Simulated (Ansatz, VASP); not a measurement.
# Se in VASP and in Ansatz

```
CELL_PARAMETERS angstrom
4.36620 0.00000 0.00000
-2.18310 3.78124 0.00000
0.00000 0.00000 4.95360
ATOMIC_POSITIONS crystal
Se 0.77460 0.77460 0.00000
Se 0.00000 0.22540 0.66667
Se 0.22540 0.00000 0.33333
```

Alike in both runs: functional LDA; k mesh 5 × 5 × 5; occupations fermi-dirac, width 0.05 eV; non-collinear spin, spin-orbit coupling.

|  | VASP | Ansatz |
| --- | --- | --- |
| version | VASP 6.6.1 | Ansatz 0.2.0 |
| potentials or method | VASP PAW LDA potentials, release 64 (Se) | Ansatz PAW |
| plane-wave cutoff (eV) | 520 | 420 |
| valence electrons in the cell | 18 | 48 |
| task | single point | band structure |

```csv
,VASP,Ansatz,Ansatz less VASP
pressure (GPa),-1.0,-1.2,-0.22
"traceless stress, the component that is largest in VASP (GPa)",1.01,0.92,-0.085
rms of the force components (eV/Å),0.161,0.132,-0.0295
net moment per atom (μB),0.00,0.00,0.000
```

LDA's correlation is that of Perdew and Zunger in VASP and of Perdew and Wang (1992) in Ansatz. Atom by atom the forces differ by 0.030 eV/Å (rms over components). VASP's potentials hold 18 valence electrons a cell and Ansatz's 48, so a difference there can come from the potentials and not from the codes.

Noted on Ansatz's run: the k mesh misses the band edges, so the gap on the mesh is wider than the one along the path.
